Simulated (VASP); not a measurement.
Runs of VASP 6.6.1 on Os. The structure is that of space group P6_3/mmc (No. 194), or close to it. The cells are those of the table. 

| task | level | potentials or basis | cell | k mesh | cutoff (eV) | k mesh for the DOS | occupations for the DOS | gap on the mesh (eV) | pressure (GPa) |
| --- | --- | --- | --- | --- | --- | --- | --- | --- | --- |
| single point | PBE | VASP PAW PBE potentials, release 64 (Os) | a = 2.798, b = 2.798, c = 4.419 Å, angles 90.0, 90.0, 120.0°, 2 atoms | 16 × 16 × 9 | 520 | - | - | none | -17.7 |
| electric field gradients | PBE | VASP PAW PBE potentials, release 64 (Os) | a = 2.753, b = 2.753, c = 4.348 Å, angles 90.0, 90.0, 120.0°, 2 atoms | 16 × 16 × 9 | 520 | - | - | none | -0.2 |
| single point | PBE | VASP PAW PBE potentials, release 64 (Os) | a = 2.730, b = 2.730, c = 4.311 Å, angles 90.0, 90.0, 120.0°, 2 atoms | 16 × 16 × 9 | 520 | - | - | none | 10.8 |
| single point | PBE | VASP PAW PBE potentials, release 64 (Os) | a = 2.707, b = 2.707, c = 4.274 Å, angles 90.0, 90.0, 120.0°, 2 atoms | 16 × 16 × 9 | 520 | - | - | none | 23.5 |
| electric field gradients | PBE | VASP PAW PBE potentials, release 64 (Os) | a = 2.730, b = 2.730, c = 4.311 Å, angles 90.0, 90.0, 120.0°, 2 atoms | 16 × 16 × 9 | 520 | - | - | none | 10.8 |
| electric field gradients | PBE | VASP PAW PBE potentials, release 64 (Os) | a = 2.776, b = 2.776, c = 4.384 Å, angles 90.0, 90.0, 120.0°, 2 atoms | 16 × 16 × 9 | 520 | - | - | none | -9.6 |
| electric field gradients | PBE | VASP PAW PBE potentials, release 64 (Os) | a = 2.798, b = 2.798, c = 4.419 Å, angles 90.0, 90.0, 120.0°, 2 atoms | 16 × 16 × 9 | 520 | - | - | none | -17.7 |
| electric field gradients | PBE | VASP PAW PBE potentials, release 64 (Os) | a = 2.707, b = 2.707, c = 4.274 Å, angles 90.0, 90.0, 120.0°, 2 atoms | 16 × 16 × 9 | 520 | - | - | none | 23.5 |
| relaxation of cell and atoms | PBE | VASP PAW PBE potentials, release 64 (Os) | relaxed from a = 2.658, b = 2.658, c = 4.307 Å, angles 90.0, 90.0, 120.0°, 2 atoms | 16 × 16 × 9 | 600 | - | - | none | 0.0 |
| single point | LDA | VASP PAW LDA potentials, release 64 (Os) | a = 2.798, b = 2.798, c = 4.419 Å, angles 90.0, 90.0, 120.0°, 2 atoms | 16 × 16 × 9, shifted | 520 | - | - | none | (a) |
| single point | PBE | VASP PAW PBE potentials, release 64 (Os) | a = 2.753, b = 2.753, c = 4.348 Å, angles 90.0, 90.0, 120.0°, 2 atoms | 16 × 16 × 9 | 520 | - | - | none | -0.2 |

Alike in all rows: no spin polarisation; smearing fermi-dirac 0.03 eV.

Task: Estimate the missing entries.

Result: (a) -32.2.

Caveats: spin-orbit coupling is left out, which moves the levels of the heavy elements.

A k mesh can miss the band edges, and the runs leave out spin-orbit coupling on Os.

A gap of «none» marks levels without a gap at the run's occupations.
